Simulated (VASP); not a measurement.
BaO, 2 atoms in the cell. Symmetry: Fm-3m, No. 225, cubic system. The conventional cell has a = 5.490 Å, b = 5.490 Å, c = 5.490 Å, α = 90.00°, β = 90.00°, γ = 90.00°. Ba (site symmetry m-3m) has 6 O at 2.75 Å within 3.6 Å. O (site symmetry m-3m) has 6 Ba at 2.75 Å within 3.6 Å. 

* Program: VASP 6.6.1
* Task: single point
* Functional: PBEsol
* Potentials or basis: VASP PAW PBE potentials, release 64 (Ba_sv, O_h)
* Cutoff: 1340 eV
* k mesh: 8 × 8 × 8
* Occupations: gaussian, width 0.01 eV
* Spin: no spin polarisation
* Dipole correction: no
* Further INCAR settings: ALGO = Normal; EDIFF = 1e-06; NBANDS = 15

Potentials or basis: VASP PAW PBE potentials, release 64 (Ba_sv, O_h).

The run is started by

```sh
$ cat potpaw_PBE.64/Ba_sv/POTCAR potpaw_PBE.64/O_h/POTCAR > POTCAR
$ mpirun -np 1 vasp_std > vasp.out
```

Hardware: 1 thread of Intel(R) Xeon(R) Platinum 8259CL CPU @ 2.50GHz (Skylake/Cascade Lake), with other jobs on the host.

Question: How long does it take, and how much memory?

Answer: Wall time 66 s on 1 thread of Intel(R) Xeon(R) Platinum 8259CL CPU @ 2.50GHz (Skylake/Cascade Lake), on a shared host, peak memory 0.35 GiB. Counts: scf iterations 13, k points 29.
